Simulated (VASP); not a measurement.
Crystal: Pt.

```
Pt
1.0
     2.89377    0.00000    0.00000
    -1.44689    2.50608    0.00000
     0.00000    0.00000    9.33299
Pt
4
Cartesian
  0.0000 0.0000 0.0000
  0.0000 0.0000 4.6665
  0.0000 1.6707 6.9997
  1.4469 0.8354 2.3332
```

```yaml
Program: VASP 6.6.1
Task: relaxation of cell and atoms
Functional: r2SCAN
Potentials_or_basis: VASP PAW PBE potentials, release 64 (Pt)
Cutoff: 600 eV
k_mesh: 6 × 6 × 2
Occupations: gaussian, width 0.1 eV
Spin: no spin polarisation
```

At the start: pressure -20.1 GPa; volume 16.92 Å³/atom.

Q: How do energy, volume and symmetry change on relaxing?

A: Over 11 steps the energy falls by 123.6 meV/atom and the volume is 15.35 Å³/atom (-9.3 %); space group P6_3/mmc (No. 194, to 0.05 Å).

The path:
```
step  energy change (eV)  largest force (eV/Å)  pressure (GPa)  volume (Å³)
   1              0.0000                0.0000          -20.10        67.68
   2              2.9363                0.0000          112.36        48.93
   3             -0.4494                0.0000           -1.45        61.72
   4             -0.4514                0.0000           -0.28        61.45
   5             -0.4517                0.0000            0.33        61.31
   6             -0.4860                0.0000            0.61        61.22
   7             -0.4856                0.0000            1.63        61.09
   8             -0.4935                0.0000            0.95        61.17
   9             -0.4937                0.0000            1.04        61.16
  10             -0.4892                0.0000           -2.61        62.00
  11             -0.4944                0.0000            0.04        61.38
```

Final structure:
```
Pt
1.0
     2.75505    0.00000    0.00000
    -1.37752    2.38594    0.00000
     0.00000    0.00000    9.33769
Pt
4
Direct
  0.00000 0.00000 0.00000
  0.00000 0.00000 0.50000
  0.33333 0.66667 0.75000
  0.66667 0.33333 0.25000
```

Caveat: the k points lie up to 0.44 Å⁻¹ apart in the final cell; the PAW data sets were made with another functional, which shifts forces and pressure a little.
